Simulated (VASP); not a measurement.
Runs of VASP 6.6.1 on BN. The structure is that of space group F-43m (No. 216), or close to it. The cells are those of the table. 

```csv
task,cell,k mesh,smearing,gap on the mesh (eV),pressure (GPa),relaxed volume (Å³/atom)
relaxation of cell and atoms,"relaxed from a = 2.553 Å, angles 60.0°, 2 atoms",10 × 10 × 10,gaussian 0.1 eV,4.38,0.0,5.75
single point,"a = 2.531 Å, angles 60.0°, 2 atoms",12 × 12 × 12,gaussian 0.02 eV,4.38,1.0,-
single point,"a = 2.532 Å, angles 60.0°, 2 atoms",10 × 10 × 10,gaussian 0.1 eV,4.38,0.9,-
single point,"a = 2.553 Å, angles 60.0°, 2 atoms",8 × 8 × 8,gaussian 0.1 eV,4.35,(a),-
relaxation of cell and atoms,"relaxed from a = 2.532 Å, angles 60.0°, 2 atoms",12 × 12 × 12,gaussian 0.02 eV,4.38,0.0,5.75
```

Alike in all rows: level LDA; potentials or basis VASP PAW LDA potentials, release 64 (B, N); no spin polarisation; cutoff (eV) 600.

Q: Fill in the values left out.

A: (a) -8.8.

Caveats: the cell stands under tension (at least some runs).

A k mesh can miss the band edges.
